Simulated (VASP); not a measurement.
# Hf in VASP: further runs

Hf is run at these levels: LDA; tasks: single point.

All numbers are computed with VASP 6.6.1; they aren't measurements. Logs are shortened: lines on timing, memory, paths and dates and some standing lists are left out, and cuts for length are marked.

### Step 1. The cell of the first run

The typed cell holds 4 atoms: a = 4.895 Å, b = 4.895 Å, c = 5.437 Å, α = 90.00°, β = 90.00°, γ = 120.00°.

This isn't the form of Hf at room conditions, which is hcp.

### Step 2. Single point, LDA

INCAR

```
ALGO = Normal
EDIFF = 1E-6
ENCUT = 520
ISIF = 2
ISMEAR = 0
LASPH = T
LCHARG = T
LELF = T
LREAL = F
LVHAR = T
LWAVE = F
NBANDS = 28
NELM = 60
PREC = Accurate
SIGMA = 0.1
```

KPOINTS

```
k-points
0
Gamma
  6 6 4
```

POSCAR

```
Hf
1.0
    4.8948308294      0.0000000000      0.0000000000
   -2.4474154147      4.2390478455      0.0000000000
    0.0000000000      0.0000000000      5.4365990455
Hf
4
Direct
    0.3333333333      0.6666666667     -0.0001408581
    0.6666666667      0.3333333333      0.4998591419
    0.3333333333      0.6666666667      0.5001408581
    0.6666666667      0.3333333333      1.0001408581
```

Potentials or basis: VASP PAW LDA potentials, release 64 (Hf_pv).

Run with:

```bash
$ cat potpaw_LDA.64/Hf_pv/POTCAR > POTCAR
$ mpirun -np 1 vasp_std > vasp.out
```

OUTCAR:

```text
EDIFF = 1E-6
   ENCUT = 520
   ISIF = 2
   ISMEAR = 0
   LASPH = T
   LREAL = F
   NELM = 60
   PREC = Accurate

 ion  position               nearest neighbor table
   1  0.333  0.667  1.000-   3 2.72   3 2.72   4 2.83   4 2.83   4 2.83
   2  0.667  0.333  0.500-   4 2.72   4 2.72   3 2.83   3 2.83   3 2.83
   3  0.333  0.667  0.500-   1 2.72   1 2.72   2 2.83   2 2.83   2 2.83
   4  0.667  0.333  0.000-   2 2.72   2 2.72   1 2.83   1 2.83   1 2.83

  LATTYP: Found a hexagonal cell.
 ALAT       =     4.8948308294
 C/A-ratio  =     1.1106817038

  Lattice vectors:

 A1 = (   4.8948308294,   0.0000000000,   0.0000000000)
 A2 = (  -2.4474154147,   4.2390478455,   0.0000000000)
 A3 = (   0.0000000000,   0.0000000000,   5.4365990455)

Analysis of symmetry for initial positions (statically):
=====================================================================
 Subroutine PRICEL returns:
 Original cell was already a primitive cell.

 Routine SETGRP: Setting up the symmetry group for a
 hexagonal supercell.

 Subroutine GETGRP returns: Found 24 space group operations
 (whereof 12 operations were pure point group operations)
 out of a pool of 24 trial point group operations.

The static configuration has the point symmetry D_3d.
 The point group associated with its full space group is D_6h.

Analysis of symmetry for dynamics (positions and initial velocities):
=====================================================================
 Subroutine PRICEL returns:
 Original cell was already a primitive cell.

 Routine SETGRP: Setting up the symmetry group for a
 hexagonal supercell.

 Subroutine GETGRP returns: Found 24 space group operations
 (whereof 12 operations were pure point group operations)
 out of a pool of 24 trial point group operations.

The dynamic configuration has the point symmetry D_3d.
 The point group associated with its full space group is D_6h.

 Subroutine INISYM returns: Found 24 space group operations
 (whereof 12 operations are pure point group operations),
 and found     1 'primitive' translations

----------------------------------------------------------------------------------------

                                     Primitive cell

  volume of cell :     112.8063

  direct lattice vectors                    reciprocal lattice vectors
     4.894830829  0.000000000  0.000000000     0.204297152  0.117951016  0.000000000
    -2.447415415  4.239047846  0.000000000     0.000000000  0.235902032  0.000000000
     0.000000000  0.000000000  5.436599046     0.000000000  0.000000000  0.183938523

  length of vectors
     4.894830829  4.894830829  5.436599046     0.235902032  0.235902032  0.183938523

  position of ions in fractional coordinates (direct lattice)
     0.333333333  0.666666667  0.999859142
     0.666666667  0.333333333  0.499859142
     0.333333333  0.666666667  0.500140858
     0.666666667  0.333333333  0.000140858

  ion indices of the primitive-cell ions
   primitive index   ion index
                 1           1
                 2           2
                 3           3
                 4           4

----------------------------------------------------------------------------------------

 KPOINTS: k-points

Automatic generation of k-mesh.
 Grid dimensions read from file:
 generate k-points for:    6    6    4

 Generating k-lattice:

  Cartesian coordinates                     Fractional coordinates (reciprocal lattice)
     0.034049525  0.019658503  0.000000000     0.166666667  0.000000000  0.000000000
     0.000000000  0.039317005  0.000000000     0.000000000  0.166666667  0.000000000
     0.000000000  0.000000000  0.045984631     0.000000000  0.000000000  0.250000000

  Length of vectors
     0.039317005  0.039317005  0.045984631

  Shift w.r.t. Gamma in fractional coordinates (k-lattice)
     0.000000000  0.000000000  0.000000000

 Subroutine IBZKPT returns following result:
 ===========================================

 Found     21 irreducible k-points:

 Following reciprocal coordinates:
            Coordinates               Weight
  0.000000  0.000000  0.000000      1.000000
  0.166667  0.000000  0.000000      6.000000
  0.333333 -0.000000  0.000000      6.000000
  0.500000  0.000000  0.000000      3.000000
  0.166667  0.166667  0.000000      6.000000
  0.333333  0.166667  0.000000     12.000000
[... 13 lines left out ...]
  0.333333  0.166667  0.500000     12.000000
  0.333333  0.333333  0.500000      2.000000
   k-points           NKPTS =     21   k-points in BZ     NKDIM =     21   number of bands    NBANDS=     28
   number of dos      NEDOS =    301   number of ions     NIONS =      4
   total plane-waves  NPLWV =  51840
   dimension x,y,z NGX =    36 NGY =   36 NGZ =   40
   dimension x,y,z NGXF=    72 NGYF=   72 NGZF=   80
   ions per type =               4
   NGX,Y,Z   is equivalent  to a cutoff of  12.23, 12.23, 12.23 a.u.
   NGXF,Y,Z  is equivalent  to a cutoff of  24.45, 24.45, 24.46 a.u.
 SYSTEM =  unknown system
   PREC   = accura    normal or accurate (medium, high low for compatibility)
   ISTART =      0    job   : 0-new  1-cont  2-samecut
   ICHARG =      2    charge: 1-file 2-atom 10-const
   ISPIN  =      1    spin polarized calculation?
   LNONCOLLINEAR =      F non collinear calculations
   LSORBIT =      F    spin-orbit coupling
   LASPH  =      T    aspherical Exc in radial PAW
   ENCUT  =  520.0 eV  38.22 Ry    6.18 a.u.   9.10  9.10 10.11*2*pi/ulx,y,z
   NELM   =     60;   NELMIN=  2; NELMDL= -5     # of ELM steps
   EDIFF  = 0.1E-05   stopping-criterion for ELM
   LREAL  =      F    real-space projection
   EDIFFG = 0.1E-04   stopping-criterion for IOM
   NSW    =      0    number of steps for IOM
   IBRION =     -1    ionic relax: 0-MD 1-quasi-New 2-CG
   NFREE  =      0    steps in history (QN), initial steepest desc. (CG)
   ISIF   =      2    stress and relaxation
   ISYM   =      2    0-nonsym 1-usesym 2-fastsym
   POTIM  = 0.5000    time-step for ionic-motion
   TEBEG  =    0.0;   TEEND  =   0.0 temperature during run
   PSTRESS=    0.0 pullay stress
   NELECT =      40.0000    total number of electrons
   NUPDOWN=      -1.0000    fix difference up-down
   EMIN   =  10.00;   EMAX   =-10.00  energy-range for DOS
   EFERMI =   0.00;   METHOD = LEGACY
   ISMEAR =     0;   SIGMA  =   0.10  broadening in eV -4-tet -1-fermi 0-gaus
   EFERMI_NEDOS =   21; number of points for ismear=-14 and -15
   IALGO  =     38    algorithm
   IMIX   =      4    mixing-type and parameters
     AMIX     =   0.40;   BMIX     =  1.00
     AMIX_MAG =   1.60;   BMIX_MAG =  1.00
  volume/ion in A,a.u.               =      28.20       190.31
  Fermi-wavevector in a.u.,A,eV,Ry     =   1.158734  2.189690 18.268057  1.342664
  Thomas-Fermi vector in A             =   2.295333
   LORBIT       =      0    0 simple, 1 ext, 2 COOP (PROOUT), +10 PAW based schemes
   GGA     = CA    functional components
   LHFCALC =     F    Hartree Fock is set to
   AEXX    =    0.0000 exact exchange contribution
   IVDW    =     0    specifies the selected vdW correction
   LEPSILON=     F    determine dielectric tensor
   LRPA    =     F    only Hartree local field effects (RPA)
 non-spin polarized calculation
 Gauss-broadening in eV      SIGMA  =   0.10
  energy-cutoff  :      520.00
  volume of cell :      112.81
 maximum number of plane-waves:      3060
   NGX = 19   NGY = 19   NGZ = 21

 number of electron      40.0000004 magnetization

 Free energy of the ion-electron system (eV)
  ---------------------------------------------------
  ext. energy  EPLUGINS =         0.00000000
  ---------------------------------------------------
  free energy    TOTEN  =       -35.85683702 eV

  energy without entropy =      -35.82410629  energy(sigma->0) =      -35.84047166

 E-fermi :   2.5240     XC(G=0): -10.0770

 val. band max:        2.4976466835   @ k =   0.3333   0.3333   0.0000
 cond. band min:       2.5527465797   @ k =   0.3333  -0.0000   0.2500
 fundamental gap:      0.0550998961
 Fermi energy:         2.5240063018

 k-point     1 :       0.0000    0.0000    0.0000
  band No.  band energies     occupation
      1     -28.4298      2.00000
      2     -28.1719      2.00000
      3     -28.0849      2.00000
      4     -28.0849      2.00000
      5     -27.8644      2.00000
      6     -27.8644      2.00000
[... 20 lines left out ...]
     27       4.8675      0.00000
     28       4.9876      0.00000

 k-point     2 :       0.1667    0.0000    0.0000
  band No.  band energies     occupation
      1     -28.4148      2.00000
      2     -28.1874      2.00000
      3     -28.1026      2.00000
      4     -28.0472      2.00000
      5     -27.8805      2.00000
      6     -27.8281      2.00000
[... 20 lines left out ...]
     27       5.4141      0.00000
     28       5.5980      0.00000

 k-point     3 :       0.3333   -0.0000    0.0000
  band No.  band energies     occupation
      1     -28.3760      2.00000
      2     -28.2271      2.00000
      3     -28.1357      2.00000
      4     -27.9553      2.00000
      5     -27.9106      2.00000
      6     -27.7396      2.00000
[... 20 lines left out ...]
     27       5.6156      0.00000
     28       7.1138      0.00000

 k-point     4 :       0.5000    0.0000    0.0000
  band No.  band energies     occupation
      1     -28.3447      2.00000
      2     -28.2588      2.00000
      3     -28.1513      2.00000
      4     -27.9248      2.00000
      5     -27.8936      2.00000
      6     -27.6797      2.00000
[... 485 lines left out ...]
     27       5.2103      0.00000
     28       5.2103      0.00000

 k-point    20 :       0.3333    0.1667    0.5000
  band No.  band energies     occupation
      1     -28.0534      2.00000
      2     -28.0534      2.00000
      3     -27.7536      2.00000
      4     -27.7536      2.00000
      5     -27.5798      2.00000
      6     -27.5798      2.00000
[... 20 lines left out ...]
     27       5.5045      0.00000
     28       5.5045      0.00000

 k-point    21 :       0.3333    0.3333    0.5000
  band No.  band energies     occupation
      1     -28.0725      2.00000
      2     -28.0725      2.00000
      3     -27.6005      2.00000
      4     -27.6005      2.00000
      5     -27.6001      2.00000
      6     -27.6001      2.00000
[... 20 lines left out ...]
     27       5.1880      0.00000
     28       5.1880      0.00000

------------------------ aborting loop because EDIFF is reached ----------------------------------------

  FORCE on cell =-STRESS in cart. coord.  units (eV):
  Direction    XX          YY          ZZ          XY          YZ          ZX
  --------------------------------------------------------------------------------------
  -------------------------------------------------------------------------------------
  Total        0.0196305      0.0196305     -0.2427015      0.0000000      0.0000000      0.0000000
  in kB        0.2788095      0.2788095     -3.4470676      0.0000000      0.0000000      0.0000000
  external PRESSURE =      -0.9631495 kB  Pullay stress =       0.0000000 kB

 VOLUME and BASIS-vectors are now :
 -----------------------------------------------------------------------------
  energy-cutoff  :      520.00
  volume of cell :      112.81
      direct lattice vectors                 reciprocal lattice vectors
     4.894830829  0.000000000  0.000000000     0.204297152  0.117951016  0.000000000
    -2.447415415  4.239047846  0.000000000     0.000000000  0.235902032  0.000000000
     0.000000000  0.000000000  5.436599046     0.000000000  0.000000000  0.183938523

 POSITION                                       TOTAL-FORCE (eV/Angst)
 -----------------------------------------------------------------------------------
     -0.00000      2.82603      5.43583        -0.000000     -0.000000      0.021536
      2.44742      1.41302      2.71753         0.000000      0.000000      0.021536
     -0.00000      2.82603      2.71907        -0.000000     -0.000000     -0.021536
      2.44742      1.41302      0.00077         0.000000      0.000000     -0.021536
 -----------------------------------------------------------------------------------
    total drift:                               -0.000000     -0.000000     -0.000000

  FREE ENERGIE OF THE ION-ELECTRON SYSTEM (eV)
  ---------------------------------------------------
  free  energy   TOTEN  =       -35.8568370186 eV

  energy  without entropy=      -35.8241062917  energy(sigma->0) =      -35.84047166
```

Run time: 26 s. Hardware: 1 thread of Intel Xeon 6975P-C (Granite Rapids), shared host; peak memory 0.19 GiB.

Results:

```
Free energy            : -35.8568 eV
Pressure               : -0.1 GPa
Largest force          : 0.022 eV/Å
Band gap on the k mesh : zero (bands 20 and 21 overlap by 0.85 eV)
```

Forces in eV/Å, atoms in the order of the input:
```
Hf   0.000  0.000  0.022
Hf   0.000  0.000  0.022
Hf   0.000  0.000 -0.022
Hf   0.000  0.000 -0.022
```

Caveat: spin-orbit coupling is left out, which moves the levels of the heavy elements.

### Step 3. Single point, LDA

INCAR

```
PREC = Accurate
ENCUT = 520
EDIFF = 1E-6
ISMEAR = 0
SIGMA = 0.1
LREAL = F
LASPH = T
NELM = 100
ALGO = Fast
ISIF = 2
LWAVE = F
LCHARG = F
NBANDS = 28
```

KPOINTS

```
regular mesh
0
Gamma
  12 12 8
```

POSCAR

```
Hf
1.0
    4.8907547551      0.0000000000      0.0000000000
   -2.4453773775      4.2355178616      0.0000000000
    0.0000000000      0.0000000000      5.4358222389
Hf
4
Direct
    0.3333333333      0.6666666667      0.0000005909
    0.6666666667      0.3333333333      0.5000005909
    0.3333333333      0.6666666667      0.4999994091
    0.6666666667      0.3333333333      0.9999994091
```

Potentials or basis: VASP PAW LDA potentials, release 64 (Hf_pv).

Run with:

```bash
$ cat potpaw_LDA.64/Hf_pv/POTCAR > POTCAR
$ mpirun -np 1 vasp_std > vasp.out
```

Run time: 2.2 min. Hardware: 1 thread of Intel Xeon 6975P-C (Granite Rapids), shared host; peak memory 0.33 GiB.

The run converged. Its results:

- Free energy: -35.8199 eV
- Pressure: -0.1 GPa
- Band gap on the k mesh: zero (bands 20 and 21 overlap by 0.86 eV)

Levels at points of the mesh, in eV from the Fermi level:
```
           k point  band 17  band 18  band 19  band 20  band 21  band 22  band 23  band 24
(0.00, 0.00, 0.00)    -1.53    -1.19     0.12     0.12     0.66     0.66     1.30     1.30
(0.50, 0.00, 0.00)    -1.65    -0.71    -0.43    -0.15    -0.07     0.04     0.17     1.00
(0.00, 0.00, 0.50)    -0.31    -0.31     0.65     0.65     0.70     0.70     0.70     0.70
(0.50, 0.00, 0.50)    -0.88    -0.88    -0.65    -0.65     0.32     0.32     1.19     1.19
```

Caveat: spin-orbit coupling is left out, which moves the levels of the heavy elements.
